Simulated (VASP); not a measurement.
Runs of VASP 6.6.1 on InP. The structure is that of space group I-4m2 (No. 119), or close to it. The cells are those of the table. 

| cell | gap on the mesh (eV) | pressure (GPa) |
| --- | --- | --- |
| a = 4.223, b = 4.223, c = 4.300 Å, angles 59.4, 59.4, 61.2°, 2 atoms | 0.62 | -3.2 |
| a = 3.846, b = 3.846, c = 3.523 Å, angles 62.7, 62.7, 54.5°, 2 atoms | (c) | (a) |
| a = 4.384, b = 4.384, c = 4.611 Å, angles 58.3, 58.3, 63.5°, 2 atoms | 0.23 | -8.5 |
| a = 3.918, b = 3.918, c = 3.678 Å, angles 62.0, 62.0, 56.0°, 2 atoms | 0.98 | 30.8 |
| a = 4.425, b = 4.425, c = 4.688 Å, angles 58.0, 58.0, 64.0°, 2 atoms | (b) | -9.2 |
| a = 3.992, b = 3.992, c = 3.834 Å, angles 61.3, 61.3, 57.4°, 2 atoms | 1.38 | (d) |
| a = 4.466, b = 4.466, c = 4.766 Å, angles 57.8, 57.8, 64.5°, 2 atoms | 0.25 | -9.7 |
| a = 4.303, b = 4.303, c = 4.455 Å, angles 58.8, 58.8, 62.4°, 2 atoms | 0.11 | -6.4 |

Alike in all rows: task single point; level r2SCAN; potentials or basis VASP PAW PBE potentials, release 64 (In_d, P); no spin polarisation; k mesh 8 × 8 × 8; cutoff (eV) 520; smearing gaussian 0.05 eV.

Fill in the values left out.

(a) 48.6; (b) 0.24; (c) 0.51; (d) 17.8.

Caveats: the PAW data sets were made with another functional, which shifts forces and pressure a little; spin-orbit coupling is left out, which moves the levels of the heavy elements; semilocal functionals underestimate gaps, and a narrow one can read as zero (at least some runs); the cell stands under tension (at least some runs); the cell stands under pressure (at least some runs); the stress differs along the axes, from 45 to 50 GPa (at least some runs).

A k mesh can miss the band edges, and the runs leave out spin-orbit coupling on In.
